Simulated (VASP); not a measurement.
Input of a VASP 6.6.1 run:

The input INCAR:

```
PREC = Accurate ; ENCUT = 600
EDIFF = 1E-6 ; ISMEAR = -1
SIGMA = 0.05 ; LREAL = F
LASPH = T ; NELM = 60
ALGO = Normal ; ISIF = 3
LWAVE = F ; LCHARG = F
GGA = PE ; IBRION = 2
NSW = 32 ; EDIFFG = -0.005
PSTRESS = 4300.0
```

Contents of KPOINTS:

```
regular mesh
0
Gamma
  20 20 20
```

File POSCAR:

```
W
1.0
   -1.3421465761      1.3421465761      1.3421465761
    1.3421465761     -1.3421465761      1.3421465761
    1.3421465761      1.3421465761     -1.3421465761
W
1
Direct
    0.0000000000      0.0000000000      0.0000000000
```

Potentials or basis: VASP PAW PBE potentials, release 64 (W_sv).

Run with:

```console
$ cat potpaw_PBE.64/W_sv/POTCAR > POTCAR
$ mpirun -np 1 vasp_std > vasp.out
```

Question: Predict the space group after relaxing (to 0.05 Å).

Answer: Im-3m (No. 229).

Question: Predict the band gap on the k mesh.

Answer: Zero (band 7 reaches 29.55 eV, above the bottom of band 8 at 17.40 eV).

Question: What does it give for the relaxed volume?

Answer: 9.75 Å³/atom.

Final structure:
```
CELL_PARAMETERS angstrom
-1.34584 1.34584 1.34584
1.34584 -1.34584 1.34584
1.34584 1.34584 -1.34584
ATOMIC_POSITIONS crystal
W 0.00000 0.00000 0.00000
```

Caveat: the cell is relaxed towards a set pressure, so the enthalpy falls and the energy may rise; spin-orbit coupling is left out, which moves the levels of the heavy elements.
